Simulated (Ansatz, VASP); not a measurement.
## One calculation of CuO, two programs

INCAR

```
SYSTEM = CuO
ALGO = Normal
EDIFF = 1E-6
ENCUT = 520
GGA = PE
ISIF = 2
ISMEAR = -1
LASPH = .True.
LCHARG = .True.
LDAU = .True.
LDAUJ = 0 0
LDAUL = 2 -1
LDAUPRINT = 1
LDAUTYPE = 2
LDAUU = 2 0
LELF = .True.
LMAXMIX = 4
LREAL = .False.
LVHAR = .True.
LWAVE = .False.
NBANDS = 25
NELM = 150
PREC = Accurate
SIGMA = 0.05
```

Contents of KPOINTS:

```
k-points
0
Gamma
  10 10 5
  0 0 0
```

Contents of POSCAR:

```
CuO
1.0
    2.3055752800     -1.7296126400      0.0728065900
    2.3157556600      1.7435441000      0.0481486400
   -0.7080927800     -0.0389675500      5.1290691300
Cu O
2 2
Direct
    0.0142532200      0.4796454100      0.0604322300
    0.4708797100      0.1540682100      0.4741201700
    0.5692681500      0.2960328600      0.2639427200
    0.4455989200      0.5702535100      0.7015048700
```

The input input.yaml:

```yaml
crystal:
  lattice:
    - [2.30557528, -1.72961264, 0.07280659]
    - [2.31575566, 1.7435441, 0.04814864]
    - [-0.70809278, -0.03896755, 5.12906913]
  atoms:
    - { symbol: Cu, position: [0.01425322, 0.47964541, 0.06043223] }
    - { symbol: Cu, position: [0.47087971, 0.15406821, 0.47412017] }
    - { symbol: O, position: [0.56926815, 0.29603286, 0.26394272] }
    - { symbol: O, position: [0.44559892, 0.57025351, 0.70150487] }
hamiltonian:
  xc: pbe
  pseudopotentials: { kind: paw }
  hubbard: { sites: [{ species: Cu, l: d, u_eff: 2.0 }] }
kpoints:
  mp_grid: { grid: [10, 10, 5] }
  band_path:
    path:
      - [[0.0, 0.0, 0.5], [0.0, 0.0, 0.0], [-0.5, 0.0, 0.0]]
      - [[-0.5, 0.0, 0.5], [0.0, 0.0, 0.0], [0.0, -0.5, 0.0]]
      - [[0.0, -0.5, 0.5], [0.0, 0.0, 0.0], [-0.5, -0.5, 0.0]]
      - [[-0.5, -0.5, 0.5], [0.0, 0.0, 0.0]]
    npoints: 14
scf:
  occupations: { method: fermi_dirac, width: 0.05 }
  n_extra_bands: 10
output:
  forces: true
  stress: true
  eigenvalues: true
  fatbands: false
  write_density: true
  write_potential: true
  elf: true
  volumetric_format: npy
```

Alike in both runs: functional PBE; k mesh 10 × 10 × 5; occupations fermi-dirac, width 0.05 eV; no spin polarisation; Hubbard terms Cu d U = 2.0 eV.

|  | VASP | Ansatz |
| --- | --- | --- |
| version | VASP 6.6.1 | Ansatz 0.2.0 |
| potentials or method | VASP PAW PBE potentials, release 64 (Cu, O) | Ansatz PAW |
| plane-wave cutoff (eV) | 520 | 420 |
| valence electrons in the cell | 34 | 50 |
| task | single point | band structure |

Ansatz gave:

| Property | Result |
| --- | --- |
| gap on the k mesh at the Fermi level (eV) | none |
| rms of the force components (eV/Å) | 17.331 |

Task: What did VASP give for the same quantities?

Result: gap on the k mesh at the Fermi level (eV): none; rms of the force components (eV/Å): 15.757.

The programs project onto different local orbitals, so the same U acts differently, and such runs can settle in different states. Atom by atom the forces differ by 1.585 eV/Å (rms over components). A gap of «none» marks a metal or a gap that the smearing closes. VASP's potentials hold 34 valence electrons a cell and Ansatz's 50, so a difference there can come from the potentials and not from the codes.

Noted on Ansatz's run: the cell as given lies far from equilibrium.
